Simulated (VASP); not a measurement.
# TaN (Fm-3m) in VASP: further runs

TaN is run at these levels: PBE; tasks: electric field gradients.

All numbers are computed with VASP 6.6.1; they aren't measurements. Logs are shortened: lines on timing, memory, paths and dates and some standing lists are left out, and cuts for length are marked.

## (1) The cell of the first run

The structure is cubic, space group Fm-3m (No. 225). Conventional cell: a = 4.299 Å, b = 4.299 Å, c = 4.299 Å, α = 90.00°, β = 90.00°, γ = 90.00°. Ta (site symmetry m-3m) has 6 N at 2.15 Å within 2.8 Å. N (site symmetry m-3m) has 6 Ta at 2.15 Å within 2.8 Å.

## (2) Electric field gradients, PBE (volume scaled by 0.96)

File INCAR:

```
PREC     = Accurate       # precision mode
ENCUT    = 520            # plane-wave cutoff, eV
EDIFF    = 1E-8           # SCF threshold, eV
ISMEAR   = -1             # smearing method
SIGMA    = 0.02           # smearing width, eV
LREAL    = False          # projectors in reciprocal space
LASPH    = True           # aspherical terms in the spheres
NELM     = 60             # most SCF steps
ALGO     = Normal         # electronic algorithm
ISIF     = 2              # what is computed and relaxed
LWAVE    = False          # write WAVECAR
LCHARG   = False          # write CHGCAR
GGA      = PE             # functional
LEFG     = True         
NBANDS   = 15             # bands
```

File KPOINTS:

```
Automatic mesh
0
Gamma
  9 9 9
```

File POSCAR:

```
TaN
1.0
    0.0000000000      2.1495504440      2.1495504440
    2.1495504440      0.0000000000      2.1495504440
    2.1495504440      2.1495504440      0.0000000000
Ta N
1 1
Direct
    0.5000000000      0.5000000000      0.5000000000
    0.0000000000      0.0000000000      0.0000000000
```

Potentials or basis: VASP PAW PBE potentials, release 64 (Ta_pv, N).

Run with:

```sh
$ cat potpaw_PBE.64/Ta_pv/POTCAR potpaw_PBE.64/N/POTCAR > POTCAR
$ mpirun -np 1 vasp_std > vasp.out
```

OUTCAR:

```text
PREC = Accurate
   ENCUT = 520
   EDIFF = 1E-8
   ISMEAR = -1
   LREAL = False
   LASPH = True
   NELM = 60
   ISIF = 2
   GGA = PE

 ion  position               nearest neighbor table
   1  0.500  0.500  0.500-   2 2.15   2 2.15   2 2.15   2 2.15   2 2.15   2 2.15
   2  0.000  0.000  0.000-   1 2.15   1 2.15   1 2.15   1 2.15   1 2.15   1 2.15

  LATTYP: Found a face centered cubic cell.
 ALAT       =     4.2991008880

  Lattice vectors:

 A1 = (   0.0000000000,   2.1495504440,   2.1495504440)
 A2 = (   2.1495504440,   0.0000000000,   2.1495504440)
 A3 = (   2.1495504440,   2.1495504440,   0.0000000000)

Analysis of symmetry for initial positions (statically):
=====================================================================
 Subroutine PRICEL returns:
 Original cell was already a primitive cell.

 Routine SETGRP: Setting up the symmetry group for a
 face centered cubic supercell.

 Subroutine GETGRP returns: Found 48 space group operations
 (whereof 48 operations were pure point group operations)
 out of a pool of 48 trial point group operations.

The static configuration has the point symmetry O_h .

Analysis of symmetry for dynamics (positions and initial velocities):
=====================================================================
 Subroutine PRICEL returns:
 Original cell was already a primitive cell.

 Routine SETGRP: Setting up the symmetry group for a
 face centered cubic supercell.

 Subroutine GETGRP returns: Found 48 space group operations
 (whereof 48 operations were pure point group operations)
 out of a pool of 48 trial point group operations.

The dynamic configuration has the point symmetry O_h .

 Subroutine INISYM returns: Found 48 space group operations
 (whereof 48 operations are pure point group operations),
 and found     1 'primitive' translations

----------------------------------------------------------------------------------------

                                     Primitive cell

  volume of cell :      19.8643

  direct lattice vectors                    reciprocal lattice vectors
     0.000000000  2.149550444  2.149550444    -0.232606777  0.232606777  0.232606777
     2.149550444  0.000000000  2.149550444     0.232606777 -0.232606777  0.232606777
     2.149550444  2.149550444  0.000000000     0.232606777  0.232606777 -0.232606777

  length of vectors
     3.039923391  3.039923391  3.039923391     0.402886755  0.402886755  0.402886755

  position of ions in fractional coordinates (direct lattice)
     0.500000000  0.500000000  0.500000000
     0.000000000  0.000000000  0.000000000

  ion indices of the primitive-cell ions
   primitive index   ion index
                 1           1
                 2           2

----------------------------------------------------------------------------------------

 KPOINTS: Automatic mesh

Automatic generation of k-mesh.
 Grid dimensions read from file:
 generate k-points for:    9    9    9

 Generating k-lattice:

  Cartesian coordinates                     Fractional coordinates (reciprocal lattice)
    -0.025845197  0.025845197  0.025845197     0.111111111  0.000000000  0.000000000
     0.025845197 -0.025845197  0.025845197     0.000000000  0.111111111  0.000000000
     0.025845197  0.025845197 -0.025845197     0.000000000  0.000000000  0.111111111

  Length of vectors
     0.044765195  0.044765195  0.044765195

  Shift w.r.t. Gamma in fractional coordinates (k-lattice)
     0.000000000  0.000000000  0.000000000

 Subroutine IBZKPT returns following result:
 ===========================================

 Found     35 irreducible k-points:

 Following reciprocal coordinates:
            Coordinates               Weight
  0.000000  0.000000  0.000000      1.000000
  0.111111  0.000000  0.000000      8.000000
  0.222222  0.000000  0.000000      8.000000
  0.333333  0.000000  0.000000      8.000000
  0.444444  0.000000  0.000000      8.000000
  0.111111  0.111111  0.000000      6.000000
[... 16 lines left out ...]
 -0.333333  0.333333  0.000000     12.000000
  0.444444  0.444444  0.000000      6.000000
 [... further k-points ...]
   k-points           NKPTS =     35   k-points in BZ     NKDIM =     35   number of bands    NBANDS=     15
   number of dos      NEDOS =    301   number of ions     NIONS =      2
   total plane-waves  NPLWV =  13824
   dimension x,y,z NGX =    24 NGY =   24 NGZ =   24
   dimension x,y,z NGXF=    48 NGYF=   48 NGZF=   48
   ions per type =               1   1
   NGX,Y,Z   is equivalent  to a cutoff of  13.13, 13.13, 13.13 a.u.
   NGXF,Y,Z  is equivalent  to a cutoff of  26.25, 26.25, 26.25 a.u.
 SYSTEM =  unknown system
   PREC   = accura    normal or accurate (medium, high low for compatibility)
   ISTART =      0    job   : 0-new  1-cont  2-samecut
   ICHARG =      2    charge: 1-file 2-atom 10-const
   ISPIN  =      1    spin polarized calculation?
   LNONCOLLINEAR =      F non collinear calculations
   LSORBIT =      F    spin-orbit coupling
   LASPH  =      T    aspherical Exc in radial PAW
   ENCUT  =  520.0 eV  38.22 Ry    6.18 a.u.   5.65  5.65  5.65*2*pi/ulx,y,z
   NELM   =     60;   NELMIN=  2; NELMDL= -5     # of ELM steps
   EDIFF  = 0.1E-07   stopping-criterion for ELM
   LREAL  =      F    real-space projection
   EDIFFG = 0.1E-06   stopping-criterion for IOM
   NSW    =      0    number of steps for IOM
   IBRION =     -1    ionic relax: 0-MD 1-quasi-New 2-CG
   NFREE  =      0    steps in history (QN), initial steepest desc. (CG)
   ISIF   =      2    stress and relaxation
   ISYM   =      2    0-nonsym 1-usesym 2-fastsym
   POTIM  = 0.5000    time-step for ionic-motion
   TEBEG  =    0.0;   TEEND  =   0.0 temperature during run
   PSTRESS=    0.0 pullay stress
   NELECT =      16.0000    total number of electrons
   NUPDOWN=      -1.0000    fix difference up-down
   EMIN   =  10.00;   EMAX   =-10.00  energy-range for DOS
   EFERMI =   0.00;   METHOD = LEGACY
   ISMEAR =    -1;   SIGMA  =   0.02  broadening in eV -4-tet -1-fermi 0-gaus
   EFERMI_NEDOS =   21; number of points for ismear=-14 and -15
   IALGO  =     38    algorithm
   IMIX   =      4    mixing-type and parameters
     AMIX     =   0.40;   BMIX     =  1.00
     AMIX_MAG =   1.60;   BMIX_MAG =  1.00
  volume/ion in A,a.u.               =       9.93        67.03
  Fermi-wavevector in a.u.,A,eV,Ry     =   1.523201  2.878432 31.567434  2.320141
  Thomas-Fermi vector in A             =   2.631676
   LORBIT       =      0    0 simple, 1 ext, 2 COOP (PROOUT), +10 PAW based schemes
   GGA     = PE    functional components
   LHFCALC =     F    Hartree Fock is set to
   AEXX    =    0.0000 exact exchange contribution
   IVDW    =     0    specifies the selected vdW correction
   LEPSILON=     F    determine dielectric tensor
   LRPA    =     F    only Hartree local field effects (RPA)
 non-spin polarized calculation
  energy-cutoff  :      520.00
  volume of cell :       19.86
 maximum number of plane-waves:       545
   NGX = 11   NGY = 11   NGZ = 11

 number of electron      15.9999997 magnetization

 Free energy of the ion-electron system (eV)
  ---------------------------------------------------
  ext. energy  EPLUGINS =         0.00000000
  ---------------------------------------------------
  free energy    TOTEN  =       -21.66196394 eV

  energy without entropy =      -21.66096756  energy(sigma->0) =      -21.66146575

 E-fermi :  10.2327     XC(G=0): -13.8203

 val. band max:       10.1114100001   @ k =  -0.4444   0.2222   0.1111
 cond. band min:      10.2574194806   @ k =  -0.2222   0.2222   0.0000
 fundamental gap:      0.1460094805
 Fermi energy:        10.2326744239

 k-point     1 :       0.0000    0.0000    0.0000
  band No.  band energies     occupation
      1     -25.3129      2.00000
      2     -25.3129      2.00000
      3     -25.3129      2.00000
      4      -9.0970      2.00000
      5       6.3104      2.00000
      6       6.3104      2.00000
      7       6.3104      2.00000
      8       8.0312      2.00000
      9       8.0312      2.00000
     10       8.0312      2.00000
     11      10.4129      0.00024
     12      10.4129      0.00024
     13      12.4647      0.00000
     14      19.7651      0.00000
     15      22.8487      0.00000

 k-point     2 :       0.1111    0.0000    0.0000
  band No.  band energies     occupation
      1     -25.4536      2.00000
      2     -25.3251      2.00000
      3     -25.3251      2.00000
      4      -8.7591      2.00000
      5       4.9507      2.00000
      6       5.3490      2.00000
      7       5.3490      2.00000
      8       8.5005      2.00000
      9       8.5005      2.00000
     10       8.5843      2.00000
     11      11.6225      0.00000
     12      11.6225      0.00000
     13      13.2933      0.00000
     14      20.7470      0.00000
     15      22.8484      0.00000

 k-point     3 :       0.2222    0.0000    0.0000
  band No.  band energies     occupation
      1     -25.7937      2.00000
      2     -25.3555      2.00000
      3     -25.3555      2.00000
      4      -7.8656      2.00000
      5       2.8114      2.00000
      6       3.9366      2.00000
      7       3.9366      2.00000
      8       9.2912      2.00000
      9       9.5653      2.00000
     10       9.5653      2.00000
     11      13.9907      0.00000
     12      13.9907      0.00000
     13      14.9264      0.00000
     14      22.8261      0.00000
     15      22.9055      0.00000
[... 343 lines left out ...]
 k-point    23 :      -0.3333    0.3333    0.0000
  band No.  band energies     occupation
      1     -26.0380      2.00000
      2     -25.9755      2.00000
      3     -25.5275      2.00000
      4      -6.7268      2.00000
      5       1.3943      2.00000
      6       3.1897      2.00000
      7       3.2421      2.00000
      8       9.4203      2.00000
      9      12.3722      0.00000
     10      12.4228      0.00000
     11      15.0157      0.00000
     12      17.3918      0.00000
     13      20.7035      0.00000
     14      22.2268      0.00000
     15      22.3120      0.00000

 k-point    24 :       0.4444    0.4444    0.0000
  band No.  band energies     occupation
      1     -26.2160      2.00000
      2     -25.6635      2.00000
      3     -25.6635      2.00000
      4      -7.7805      2.00000
      5       3.2893      2.00000
      6       4.4582      2.00000
      7       5.4972      2.00000
      8       5.4972      2.00000
      9      12.5955      0.00000
     10      14.2247      0.00000
     11      14.2247      0.00000
     12      15.4604      0.00000
     13      18.3063      0.00000
     14      20.0887      0.00000
     15      22.8585      0.00000

 [... further k-points ...]
[... 5 lines left out ...]
  --------------------------------------------------------------------------------------
  -------------------------------------------------------------------------------------
  Total        4.1108823      4.1108823      4.1108823     -0.0000000      0.0000000     -0.0000000
  in kB      331.5680735    331.5680735    331.5680735     -0.0000000      0.0000000     -0.0000000
  external PRESSURE =     331.5680735 kB  Pullay stress =       0.0000000 kB

 VOLUME and BASIS-vectors are now :
 -----------------------------------------------------------------------------
  energy-cutoff  :      520.00
  volume of cell :       19.86
      direct lattice vectors                 reciprocal lattice vectors
     0.000000000  2.149550444  2.149550444    -0.232606777  0.232606777  0.232606777
     2.149550444  0.000000000  2.149550444     0.232606777 -0.232606777  0.232606777
     2.149550444  2.149550444  0.000000000     0.232606777  0.232606777 -0.232606777

 POSITION                                       TOTAL-FORCE (eV/Angst)
 -----------------------------------------------------------------------------------
      2.14955      2.14955      2.14955        -0.000000     -0.000000     -0.000000
      0.00000      0.00000      0.00000         0.000000      0.000000      0.000000
 -----------------------------------------------------------------------------------
    total drift:                                0.000000     -0.000000     -0.000000

  FREE ENERGIE OF THE ION-ELECTRON SYSTEM (eV)
  ---------------------------------------------------
  free  energy   TOTEN  =       -21.6619639440 eV

  energy  without entropy=      -21.6609675565  energy(sigma->0) =      -21.66146575

 Electric field gradients (V/A^2)
---------------------------------------------------------------------
 ion       V_xx      V_yy      V_zz      V_xy      V_xz      V_yz
---------------------------------------------------------------------
   1       0.000    -0.000    -0.000     0.000     0.000     0.000
   2      -0.000    -0.000    -0.000    -0.000    -0.000    -0.000
---------------------------------------------------------------------

 Electric field gradients after diagonalization (V/A^2)
 (convention: |V_zz| > |V_xx| > |V_yy|)
----------------------------------------------------------------------
 ion       V_xx      V_yy      V_zz     asymmetry (V_yy - V_xx)/ V_zz
----------------------------------------------------------------------
   1      -0.000    -0.000     0.001       0.000
   2       0.000     0.000    -0.001       0.000
----------------------------------------------------------------------

           NMR quadrupolar parameters

 Cq : quadrupolar parameter    Cq=e*Q*V_zz/h
 eta: asymmetry parameters     (V_yy - V_xx)/ V_zz
 Q  : nuclear electric quadrupole moment in mb (millibarn)
----------------------------------------------------------------------
 ion       Cq(MHz)       eta       Q (mb)
----------------------------------------------------------------------
   1       0.000       0.000       1.000
   2      -0.000       0.000       1.000
----------------------------------------------------------------------
```

Wall time 5 s (1 thread of Intel Xeon 6975P-C (Granite Rapids), shared host); peak memory 0.14 GiB.

What came out:

| Property | Result |
| --- | --- |
| Free energy | -21.6620 eV |
| Pressure | 33.2 GPa |
| Band gap on the k mesh | zero (band 8 reaches 12.05 eV, above the bottom of band 9 at 8.03 eV) |

Levels at points of the mesh, in eV from the Fermi level:
```tsv
k point	band 6	band 7	band 8	band 9	band 10	band 11
(0.00, 0.00, 0.00)	-3.92	-3.92	-2.20	-2.20	-2.20	0.18
```

Caveat: without QUAD_EFG the Cq values of the log hold for a quadrupole moment of 1 mb, not for the nuclei; spin-orbit coupling is left out, which moves the levels of the heavy elements.

[end of part 1 of 2]
